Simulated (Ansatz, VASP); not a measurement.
# ScTi2O2 in VASP and in Ansatz

```xyz
10
Lattice="3.0316 -0.0100 -0.3075 -0.0131 5.2720 -0.2962 -0.7661 -0.4523 7.5649" Properties=species:S:1:pos:R:3 pbc="T T T"
Sc   -0.7661   -0.4524    7.5649
Sc    0.7431    2.1786    7.2630
Ti    0.2587    1.8997    2.4594
Ti    1.7680    4.5307    2.1576
Ti    0.4844    0.2789    4.8036
Ti   -1.0379    2.9198    4.8092
O    -0.9018    1.2318    6.1780
O     0.6074    3.8628    5.8761
O     1.6449    0.9468    1.0851
O     0.1226    3.5878    1.0907
```

Change from the starting cell: cell x2, atoms moved at random (sigma 0.05 Å) and cell strained at random (1.5 %), then relaxed without symmetry.

Alike in both runs: functional PBE; k mesh 8 × 4 × 4; occupations gaussian, width 0.2 eV; no spin polarisation.

Ansatz relaxed the structure, and its values are those at the end. VASP's run is a single point on that final structure, the one shown.

```csv
,VASP,Ansatz
version,VASP 6.6.1,Ansatz 0.2.0
potentials or method,"VASP PAW PBE potentials, release 64 (Sc_sv, Ti_sv, O), cutoff 520 eV","scalar-relativistic, plane waves, PAW"
valence electrons in the cell,94,94
```

VASP gave:

```
gap on the k mesh at the Fermi level (eV) : none
pressure (GPa)                            : 0.6
rms of the force components (eV/Å)        : 0.027
```

Estimate Ansatz's values.

gap on the k mesh at the Fermi level (eV): none; pressure (GPa): 0.0; rms of the force components (eV/Å): 0.006.

A gap of «none» marks a metal or a gap that the smearing closes. The functional is the same, so the differences come from potentials, cutoffs and numerics.
